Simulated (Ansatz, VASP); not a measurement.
**Two plane-wave programs on KCl**

POSCAR

```
KCl
1.0
    0.0000000000      2.9205442916      2.9205442916
    2.9205442916      0.0000000000      2.9205442916
    2.9205442916      2.9205442916      0.0000000000
K Cl
1 1
Direct
    0.0000000000      0.0000000000      0.0000000000
    0.5000000000      0.5000000000      0.5000000000
```

The input INCAR.step1:

```
SYSTEM = KCl
PREC = Accurate ; ENCUT = 520
ISMEAR = 0 ; SIGMA = 0.05
LREAL = .FALSE. ; LASPH = .TRUE.
NELM = 100 ; NBANDS = 15
GGA = PE ; ALGO = Normal
EDIFF = 1E-4 ; LWAVE = .TRUE.
LCHARG = .FALSE.
```

Contents of INCAR.step2:

```
SYSTEM = KCl
PREC = Accurate ; ENCUT = 520
EDIFF = 1E-6 ; ISMEAR = 0
SIGMA = 0.05 ; LREAL = .FALSE.
LASPH = .TRUE. ; NELM = 100
ALGO = Normal ; ISIF = 2
LWAVE = .FALSE. ; LCHARG = .FALSE.
METAGGA = R2SCAN ; LMIXTAU = .TRUE.
NBANDS = 15 ; ISTART = 1
```

File KPOINTS:

```
Automatic mesh
0
G
  6 6 6
  0 0 0
```

Input for Ansatz:

```yaml
crystal:
  lattice:
    - [0.0, 2.9205442916, 2.9205442916]
    - [2.9205442916, 0.0, 2.9205442916]
    - [2.9205442916, 2.9205442916, 0.0]
  atoms:
    - { symbol: K, position: [0.0, 0.0, 0.0] }
    - { symbol: Cl, position: [0.5, 0.5, 0.5] }
basis:
  ecutwfc: 500
  ecutrho_ratio: 4
kpoints:
  mp_grid: { grid: [6, 6, 6] }
hamiltonian:
  xc: r2scan
scf:
  occupations: { method: gaussian, width: 0.05 }
output:
  forces: true
  stress: true
  eigenvalues: true
```

Alike in both runs: task single point; functional r2SCAN; k mesh 6 × 6 × 6; occupations gaussian, width 0.05 eV; no spin polarisation.

```csv
,VASP,Ansatz
version,VASP 6.6.1,Ansatz 0.2.0
potentials or method,"VASP PAW PBE potentials, release 64 (K_sv, Cl), cutoff 520 eV","scalar-relativistic, plane waves, PAW"
valence electrons in the cell,16,16
```

```csv
,VASP,Ansatz,Ansatz less VASP
gap on the k mesh at the Fermi level (eV),6.70,6.69,-0.015
least direct gap on the mesh (eV),6.75,6.74,-0.005
pressure (GPa),7.5,7.4,-0.04
```

VASP's potentials were made for PBE, not for r2SCAN. With one functional, cell and mesh, what is left measures potentials, basis and numerics.
